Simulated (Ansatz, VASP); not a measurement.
## WS2 in VASP and in Ansatz

```
CELL_PARAMETERS angstrom
3.30860 0.09718 -0.07572
-1.57014 2.76852 0.00297
-0.29762 -0.15837 12.14600
ATOMIC_POSITIONS crystal
W 0.36754 0.69419 0.25058
W 0.63246 0.30581 0.74942
S 0.30907 0.64593 0.62867
S 0.64747 0.32502 0.11887
S 0.35253 0.67498 0.88113
S 0.69093 0.35407 0.37133
```

Alike in both runs: task single point; functional PBE; k mesh 12 × 12 × 4; occupations gaussian, width 0.02 eV; no spin polarisation.

|  | VASP | Ansatz |
| --- | --- | --- |
| version | VASP 6.6.1 | Ansatz 0.2.0 |
| potentials or method | VASP PAW PBE potentials, release 64 (W_sv, S), cutoff 520 eV | scalar-relativistic, plane waves, PAW |
| valence electrons in the cell | 52 | 52 |

VASP gave:

```
gap on the k mesh at the Fermi level (eV)                     : 0.51
least direct gap on the mesh (eV)                             : 1.00
pressure (GPa)                                                : -1.4
traceless stress, the component that is largest in VASP (GPa) : 6.57
rms of the force components (eV/Å)                            : 1.208
```

Task: What did Ansatz give for the same quantities?

Result: gap on the k mesh at the Fermi level (eV): 0.49; least direct gap on the mesh (eV): 0.99; pressure (GPa): -1.3; traceless stress, the component that is largest in VASP (GPa): 6.57; rms of the force components (eV/Å): 1.208.

Atom by atom the forces differ by 0.001 eV/Å (rms over components).

Spin-orbit coupling is off throughout.
